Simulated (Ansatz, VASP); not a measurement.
Two plane-wave programs on SiC

```
Si C
1.0
     0.00000    2.16456    2.16456
     2.16456    0.00000    2.16456
     2.16456    2.16456    0.00000
Si C
1 1
Cartesian
  0.0000 0.0000 0.0000
  3.2468 3.2468 3.2468
```

Alike in both runs: functional LDA; k mesh 12 × 12 × 12; occupations gaussian, width 0.02 eV; no spin polarisation.

Ansatz relaxed the structure, and its values are those at the end. VASP's run is a single point on that final structure, the one shown.

|  | VASP | Ansatz |
| --- | --- | --- |
| version | VASP 6.6.1 | Ansatz 0.2.0 |
| potentials or method | VASP PAW LDA potentials, release 64 (Si, C), cutoff 520 eV | scalar-relativistic, plane waves, PAW |
| valence electrons in the cell | 8 | 8 |

```tsv
	VASP	Ansatz	Ansatz less VASP
gap on the k mesh at the Fermi level (eV)	1.29	1.30	+0.013
least direct gap on the mesh (eV)	4.52	4.53	+0.012
pressure (GPa)	0.4	0.0	-0.42
```

LDA's correlation is that of Perdew and Zunger in VASP and of Perdew and Wang (1992) in Ansatz.
